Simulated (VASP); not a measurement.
Runs of VASP 6.6.1 on Pb. The structure is that of space group Fm-3m (No. 225), or close to it. The cells are those of the table. 

```tsv
level	potentials or basis	spin	cell	k mesh	grid for exact exchange (PRECFOCK)	share of exact exchange	gap on the mesh (eV)	pressure (GPa)	moment (μB)
B3LYP	VASP PAW PBE potentials, release 64 (Pb_d)	off	a = 3.546 Å, angles 60.0°, 1 atom	5 × 5 × 5	Normal	0.2	none	1.7	-
r2SCAN50	VASP PAW PBE potentials, release 64 (Pb_d)	off	a = 3.429 Å, angles 60.0°, 1 atom	5 × 5 × 5	Normal	0.5	none	2.4	-
LDA	VASP PAW LDA potentials, release 64 (Pb_d)	non-collinear, zero start, SOC	a = 3.500 Å, angles 60.0°, 1 atom	9 × 9 × 9	-	-	-	(a)	0.00
LDA	VASP PAW LDA potentials, release 64 (Pb_d)	non-collinear, zero start, SOC	a = 3.477 Å, angles 60.0°, 1 atom	9 × 9 × 9	-	-	-	(b)	0.00
r2SCAN50	VASP PAW PBE potentials, release 64 (Pb_d)	off	a = 3.477 Å, angles 60.0°, 1 atom	5 × 5 × 5	Normal	0.5	none	-0.2	-
```

Alike in all rows: task single point; cutoff (eV) 520; smearing fermi-dirac 0.05 eV.

Task: Estimate the missing entries.

Result: (a) -2.0; (b) -1.1.

Caveats: some runs use coarse meshes; the PAW data sets were made with another functional, which shifts forces and pressure a little (at least some runs); spin-orbit coupling is left out, which moves the levels of the heavy elements (at least some runs).

A k mesh can miss the band edges, and rows without SOC leave out spin-orbit coupling on Pb.

A gap of «none» marks levels without a gap at the run's occupations.
